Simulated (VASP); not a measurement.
# Pd (I4/mmm) in VASP: further runs, part 2 of 3

VASP 6.6.1.

## 3. Single point, PBEsol (strain -0.0300 x Voigt [0, 0, 1, 0, 0, 0])

File INCAR:

```
SYSTEM = Pd
PREC = Accurate
ENCUT = 520
EDIFF = 1E-7
ISMEAR = 0
SIGMA = 0.15
LREAL = .False.
LASPH = .True.
NELM = 60
ALGO = Normal
ISIF = 2
LWAVE = .False.
LCHARG = .False.
GGA = PS
NBANDS = 11
```

File KPOINTS:

```
regular mesh
0
Gamma
  20 20 20
  0 0 0
```

File POSCAR:

```
Pd
1.0
    0.0000000000      1.9449000000      1.8865530000
    1.9449000000      0.0000000000      1.8865530000
    1.9449000000      1.9449000000      0.0000000000
Pd
1
Direct
    0.0000000000      0.0000000000      0.0000000000
```

Potentials or basis: VASP PAW PBE potentials, release 64 (Pd).

Run with:

```console
$ cat potpaw_PBE.64/Pd/POTCAR > POTCAR
$ mpirun -np 1 vasp_std > vasp.out
```

OUTCAR:

```text
SYSTEM = Pd
   PREC = Accurate
   ENCUT = 520
   EDIFF = 1E-7
   ISMEAR = 0
   LREAL = .False.
   LASPH = .True.
   NELM = 60
   ISIF = 2
   GGA = PS

 ion  position               nearest neighbor table
   1  0.000  0.000  0.000-

  LATTYP: Found a body centered tetragonal cell.
 ALAT       =     2.7505039575
 C/A-ratio  =     1.3717871555

  Lattice vectors:

 A1 = (   0.0000000000,  -1.9449000000,  -1.8865530000)
 A2 = (   0.0000000000,   1.9449000000,  -1.8865530000)
 A3 = (   1.9449000000,   0.0000000000,   1.8865530000)

Analysis of symmetry for initial positions (statically):
=====================================================================
 Subroutine PRICEL returns:
 Original cell was already a primitive cell.

 Routine SETGRP: Setting up the symmetry group for a
 body centered tetragonal supercell.

 Subroutine GETGRP returns: Found 16 space group operations
 (whereof 16 operations were pure point group operations)
 out of a pool of 16 trial point group operations.

The static configuration has the point symmetry D_4h.

Analysis of symmetry for dynamics (positions and initial velocities):
=====================================================================
 Subroutine PRICEL returns:
 Original cell was already a primitive cell.

 Routine SETGRP: Setting up the symmetry group for a
 body centered tetragonal supercell.

 Subroutine GETGRP returns: Found 16 space group operations
 (whereof 16 operations were pure point group operations)
 out of a pool of 16 trial point group operations.

The dynamic configuration has the point symmetry D_4h.

 Subroutine INISYM returns: Found 16 space group operations
 (whereof 16 operations are pure point group operations),
 and found     1 'primitive' translations

----------------------------------------------------------------------------------------

                                     Primitive cell

  volume of cell :      14.2723

  direct lattice vectors                    reciprocal lattice vectors
     0.000000000  1.944900000  1.886553000    -0.257082626  0.257082626  0.265033635
     1.944900000  0.000000000  1.886553000     0.257082626 -0.257082626  0.265033635
     1.944900000  1.944900000  0.000000000     0.257082626  0.257082626 -0.265033635

  length of vectors
     2.709560524  2.709560524  2.750503957     0.449917527  0.449917527  0.449917527

  position of ions in fractional coordinates (direct lattice)
     0.000000000  0.000000000  0.000000000

  ion indices of the primitive-cell ions
   primitive index   ion index
                 1           1

----------------------------------------------------------------------------------------

 KPOINTS: regular mesh

Automatic generation of k-mesh.
 Grid dimensions read from file:
 generate k-points for:   20   20   20

 Generating k-lattice:

  Cartesian coordinates                     Fractional coordinates (reciprocal lattice)
    -0.012854131  0.012854131  0.013251682     0.050000000  0.000000000  0.000000000
     0.012854131 -0.012854131  0.013251682     0.000000000  0.050000000  0.000000000
     0.012854131  0.012854131 -0.013251682     0.000000000  0.000000000  0.050000000

  Length of vectors
     0.022495876  0.022495876  0.022495876

  Shift w.r.t. Gamma in fractional coordinates (k-lattice)
     0.000000000  0.000000000  0.000000000

 Subroutine IBZKPT returns following result:
 ===========================================

 Found    641 irreducible k-points:

 Following reciprocal coordinates:
            Coordinates               Weight
  0.000000  0.000000  0.000000      1.000000
  0.050000 -0.000000  0.000000      8.000000
  0.100000 -0.000000  0.000000      8.000000
  0.150000  0.000000  0.000000      8.000000
  0.200000 -0.000000  0.000000      8.000000
  0.250000  0.000000  0.000000      8.000000
[... 16 lines left out ...]
 -0.400000  0.050000  0.000000      8.000000
 -0.350000  0.050000  0.000000      8.000000
 [... further k-points ...]
   k-points           NKPTS =    641   k-points in BZ     NKDIM =    641   number of bands    NBANDS=     11
   number of dos      NEDOS =    301   number of ions     NIONS =      1
   total plane-waves  NPLWV =   8000
   dimension x,y,z NGX =    20 NGY =   20 NGZ =   20
   dimension x,y,z NGXF=    40 NGYF=   40 NGZF=   40
   ions per type =               1
   NGX,Y,Z   is equivalent  to a cutoff of  12.27, 12.27, 12.09 a.u.
   NGXF,Y,Z  is equivalent  to a cutoff of  24.54, 24.54, 24.18 a.u.
 SYSTEM =  Pd
   PREC   = accura    normal or accurate (medium, high low for compatibility)
   ISTART =      0    job   : 0-new  1-cont  2-samecut
   ICHARG =      2    charge: 1-file 2-atom 10-const
   ISPIN  =      1    spin polarized calculation?
   LNONCOLLINEAR =      F non collinear calculations
   LSORBIT =      F    spin-orbit coupling
   LASPH  =      T    aspherical Exc in radial PAW
   ENCUT  =  520.0 eV  38.22 Ry    6.18 a.u.   5.04  5.04  5.11*2*pi/ulx,y,z
   NELM   =     60;   NELMIN=  2; NELMDL= -5     # of ELM steps
   EDIFF  = 0.1E-06   stopping-criterion for ELM
   LREAL  =      F    real-space projection
   EDIFFG = 0.1E-05   stopping-criterion for IOM
   NSW    =      0    number of steps for IOM
   IBRION =     -1    ionic relax: 0-MD 1-quasi-New 2-CG
   NFREE  =      0    steps in history (QN), initial steepest desc. (CG)
   ISIF   =      2    stress and relaxation
   ISYM   =      2    0-nonsym 1-usesym 2-fastsym
   POTIM  = 0.5000    time-step for ionic-motion
   TEBEG  =    0.0;   TEEND  =   0.0 temperature during run
   PSTRESS=    0.0 pullay stress
   NELECT =      10.0000    total number of electrons
   NUPDOWN=      -1.0000    fix difference up-down
   EMIN   =  10.00;   EMAX   =-10.00  energy-range for DOS
   EFERMI =   0.00;   METHOD = LEGACY
   ISMEAR =     0;   SIGMA  =   0.15  broadening in eV -4-tet -1-fermi 0-gaus
   EFERMI_NEDOS =   21; number of points for ismear=-14 and -15
   IALGO  =     38    algorithm
   IMIX   =      4    mixing-type and parameters
     AMIX     =   0.40;   BMIX     =  1.00
     AMIX_MAG =   1.60;   BMIX_MAG =  1.00
  volume/ion in A,a.u.               =      14.27        96.31
  Fermi-wavevector in a.u.,A,eV,Ry     =   1.454042  2.747741 28.765960  2.114238
  Thomas-Fermi vector in A             =   2.571239
   LORBIT       =      0    0 simple, 1 ext, 2 COOP (PROOUT), +10 PAW based schemes
   GGA     = PS    functional components
   LHFCALC =     F    Hartree Fock is set to
   AEXX    =    0.0000 exact exchange contribution
   IVDW    =     0    specifies the selected vdW correction
   LEPSILON=     F    determine dielectric tensor
   LRPA    =     F    only Hartree local field effects (RPA)
 non-spin polarized calculation
 Gauss-broadening in eV      SIGMA  =   0.15
  energy-cutoff  :      520.00
  volume of cell :       14.27
 maximum number of plane-waves:       398
   NGX =  9   NGY =  9   NGZ = 11

 number of electron      10.0000003 magnetization

 Free energy of the ion-electron system (eV)
  ---------------------------------------------------
  ext. energy  EPLUGINS =         0.00000000
  ---------------------------------------------------
  free energy    TOTEN  =        -5.96816785 eV

  energy without entropy =       -5.94240415  energy(sigma->0) =       -5.95528600

 E-fermi :  10.1831     XC(G=0): -13.5869

 val. band max:       10.1809580969   @ k =  -0.4000   0.3500   0.1000
 cond. band min:      10.1860566673   @ k =   0.5000   0.2000   0.0500
 fundamental gap:      0.0050985704
 Fermi energy:        10.1830674236

 k-point     1 :       0.0000    0.0000    0.0000
  band No.  band energies     occupation
      1       2.6882      2.00000
      2       7.0806      2.00000
      3       7.0806      2.00000
      4       7.3748      2.00000
      5       8.7362      2.00000
      6       9.0460      2.00000
      7      27.3417      0.00000
      8      32.0252      0.00000
      9      32.0252      0.00000
     10      32.8173      0.00000
     11      36.1519      0.00000

 k-point     2 :       0.0500   -0.0000    0.0000
  band No.  band energies     occupation
      1       2.7822      2.00000
      2       7.0683      2.00000
      3       7.1143      2.00000
      4       7.3850      2.00000
      5       8.7227      2.00000
      6       9.0259      2.00000
      7      27.4496      0.00000
      8      31.5618      0.00000
      9      32.1395      0.00000
     10      32.7557      0.00000
     11      36.1834      0.00000
[... 295 lines left out ...]
 k-point    24 :      -0.3500    0.0500    0.0000
  band No.  band energies     occupation
      1       4.7481      2.00000
      2       7.1766      2.00000
      3       7.3767      2.00000
      4       8.6042      2.00000
      5       9.5854      2.00000
      6      10.2188      0.73620
      7      20.7654      0.00000
      8      27.4233      0.00000
      9      31.8024      0.00000
     10      33.0289      0.00000
     11      36.1627      0.00000

 [... further k-points ...]
[... 5 lines left out ...]
  --------------------------------------------------------------------------------------
  -------------------------------------------------------------------------------------
  Total        0.2935539      0.2935539      0.4521337      0.0000000      0.0000000     -0.0000000
  in kB       32.9537548     32.9537548     50.7555937      0.0000000      0.0000000     -0.0000000
  external PRESSURE =      38.8877011 kB  Pullay stress =       0.0000000 kB

 VOLUME and BASIS-vectors are now :
 -----------------------------------------------------------------------------
  energy-cutoff  :      520.00
  volume of cell :       14.27
      direct lattice vectors                 reciprocal lattice vectors
     0.000000000  1.944900000  1.886553000    -0.257082626  0.257082626  0.265033635
     1.944900000  0.000000000  1.886553000     0.257082626 -0.257082626  0.265033635
     1.944900000  1.944900000  0.000000000     0.257082626  0.257082626 -0.265033635

 POSITION                                       TOTAL-FORCE (eV/Angst)
 -----------------------------------------------------------------------------------
      0.00000      0.00000      0.00000        -0.000000      0.000000      0.000000
 -----------------------------------------------------------------------------------
    total drift:                                0.000000      0.000000      0.000000

  FREE ENERGIE OF THE ION-ELECTRON SYSTEM (eV)
  ---------------------------------------------------
  free  energy   TOTEN  =        -5.9681678450 eV

  energy  without entropy=       -5.9424041536  energy(sigma->0) =       -5.95528600
```

OSZICAR:

```text
N       E                     dE             d eps       ncg     rms          rms(c)
DAV:   1     0.420486957172E+02    0.42049E+02   -0.51838E+03 14198   0.856E+02
DAV:   2    -0.580888268244E+01   -0.47858E+02   -0.46320E+02 15824   0.185E+02
DAV:   3    -0.636123832109E+01   -0.55236E+00   -0.54962E+00 16947   0.212E+01
DAV:   4    -0.636349276672E+01   -0.22544E-02   -0.22541E-02 17155   0.142E+00
DAV:   5    -0.636351482854E+01   -0.22062E-04   -0.22062E-04 18453   0.127E-01    0.914E+00
DAV:   6    -0.598702267260E+01    0.37649E+00   -0.14807E+00 17447   0.998E+00    0.412E+00
DAV:   7    -0.597330618994E+01    0.13716E-01   -0.47377E-02 18779   0.141E+00    0.208E+00
DAV:   8    -0.596824430355E+01    0.50619E-02   -0.26332E-03 17505   0.516E-01    0.142E-01
DAV:   9    -0.596816393219E+01    0.80371E-04   -0.37944E-04 18449   0.167E-01    0.214E-02
DAV:  10    -0.596816858968E+01   -0.46575E-05   -0.72368E-06 17568   0.250E-02    0.123E-02
DAV:  11    -0.596816778911E+01    0.80057E-06   -0.15224E-07 17809   0.387E-03    0.218E-03
DAV:  12    -0.596816784502E+01   -0.55902E-07   -0.57650E-09 11953   0.683E-04
   1 F= -.59681678E+01 E0= -.59552860E+01  d E =-.257637E-01
```

It took 99 s on 1 thread of Intel Xeon 8259CL, shared host; peak memory 0.21 GiB.

What came out:

```yaml
Free_energy: -5.9682 eV
Pressure: 3.9 GPa
Band_gap_on_the_k_mesh: zero (bands 5 and 6 overlap by 1.77 eV)
```

Stress tensor (GPa, compression positive):
```
3.30 0.00 0.00
0.00 3.30 0.00
0.00 0.00 5.08
```

Caveat: the cell differs from its parent crystal (strain -0.0300 x Voigt [0, 0, 1, 0, 0, 0]); the cell stands under pressure; the PAW data sets were made with another functional, which shifts forces and pressure a little.

## 4. Single point, PBEsol (strain -0.0150 x Voigt [0, 0, 1, 0, 0, 0])

File INCAR:

```
PREC     = Accurate       # precision mode
ENCUT    = 520            # plane-wave cutoff, eV
EDIFF    = 1E-6           # SCF threshold, eV
ISMEAR   = 0              # smearing method
SIGMA    = 0.15           # smearing width, eV
LREAL    = False          # projectors in reciprocal space
LASPH    = True           # aspherical terms in the spheres
NELM     = 100            # most SCF steps
ALGO     = Normal         # electronic algorithm
ISIF     = 2              # what is computed and relaxed
LWAVE    = False          # write WAVECAR
LCHARG   = False          # write CHGCAR
GGA      = PS             # functional
NBANDS   = 11             # bands
```

File KPOINTS:

```
regular mesh
0
Gamma
  20 20 20
```

File POSCAR:

```
Pd
1.0
    0.0000000000      1.9449000000      1.9157265000
    1.9449000000      0.0000000000      1.9157265000
    1.9449000000      1.9449000000      0.0000000000
Pd
1
Direct
    0.0000000000      0.0000000000      0.0000000000
```

Run with:

```console
$ cat potpaw_PBE.64/Pd/POTCAR > POTCAR
$ mpirun -np 1 vasp_std > vasp.out
```

It took 1.8 min on 1 thread of Intel Xeon 8259CL, shared host; peak memory 0.21 GiB.

It converged, with:

| Property | Result |
| --- | --- |
| Free energy | -5.9725 eV |
| Pressure | 0.5 GPa |
| Band gap on the k mesh | zero (bands 5 and 6 overlap by 1.64 eV) |

Stress tensor (GPa, compression positive):
```
0.24 0.00 0.00
0.00 0.24 0.00
0.00 0.00 1.14
```

Levels at points of the mesh, in eV from the Fermi level:
```csv
k point,band 1,band 2,band 3,band 4,band 5,band 6,band 7,band 8,band 9,band 10
"(0.00, 0.00, 0.00)",-7.37,-2.98,-2.98,-2.84,-1.33,-1.18,17.14,21.88,21.88,22.26
"(0.50, 0.00, 0.00)",-5.48,-3.05,-2.91,-0.05,0.01,0.89,7.41,16.49,21.03,21.36
"(0.50, 0.50, 0.00)",-5.57,-5.28,-0.04,0.31,0.31,3.46,11.18,13.02,13.02,21.58
"(0.50, 0.00, 0.50)",-5.57,-5.28,-0.04,0.25,0.35,3.15,10.76,13.26,13.36,21.83
```

Caveat: the cell differs from its parent crystal (strain -0.0150 x Voigt [0, 0, 1, 0, 0, 0]); the PAW data sets were made with another functional, which shifts forces and pressure a little.

## 5. Single point, PBEsol (strain +0.0150 x Voigt [0, 0, 1, 0, 0, 0])

File INCAR:

```
SYSTEM = Pd
PREC = Accurate
ENCUT = 520
EDIFF = 1E-7
ISMEAR = 0
SIGMA = 0.15
LREAL = .FALSE.
LASPH = .TRUE.
NELM = 100
ALGO = Normal
ISIF = 2
LWAVE = .FALSE.
LCHARG = .FALSE.
GGA = PS
NBANDS = 11
```

File KPOINTS:

```
regular mesh
0
G
  20 20 20
  0 0 0
```

File POSCAR:

```
Pd
1.0
    0.0000000000      1.9449000000      1.9740735000
    1.9449000000      0.0000000000      1.9740735000
    1.9449000000      1.9449000000      0.0000000000
Pd
1
Direct
    0.0000000000      0.0000000000      0.0000000000
```

Run with:

```console
$ cat potpaw_PBE.64/Pd/POTCAR > POTCAR
$ mpirun -np 1 vasp_std > vasp.out
```

Wall time 1.9 min (1 thread of Intel Xeon 8259CL, shared host); peak memory 0.22 GiB.

Results (log left out):

```yaml
Free_energy: -5.9661 eV
Pressure: -5.2 GPa
Band_gap_on_the_k_mesh: zero (bands 5 and 6 overlap by 1.56 eV)
```

Stress tensor (GPa, compression positive):
```
-4.89  0.00  0.00
 0.00 -4.89  0.00
 0.00  0.00 -5.77
```

Levels at points of the mesh, in eV from the Fermi level:
```tsv
k point	band 2	band 3	band 4	band 5	band 6	band 7	band 8	band 9
(0.00, 0.00, 0.00)	-2.89	-2.75	-2.75	-1.27	-1.13	17.13	21.60	21.94
(0.50, 0.00, 0.00)	-2.90	-2.77	-0.05	0.01	0.95	7.17	16.47	20.74
(0.50, 0.50, 0.00)	-5.04	-0.04	0.28	0.28	3.07	10.32	13.24	13.24
(0.50, 0.00, 0.50)	-5.03	-0.05	0.24	0.34	3.35	10.72	12.92	13.00
```

Caveat: the cell differs from its parent crystal (strain +0.0150 x Voigt [0, 0, 1, 0, 0, 0]); the cell stands under tension; the PAW data sets were made with another functional, which shifts forces and pressure a little.

(Continued in part 3 of 3.)
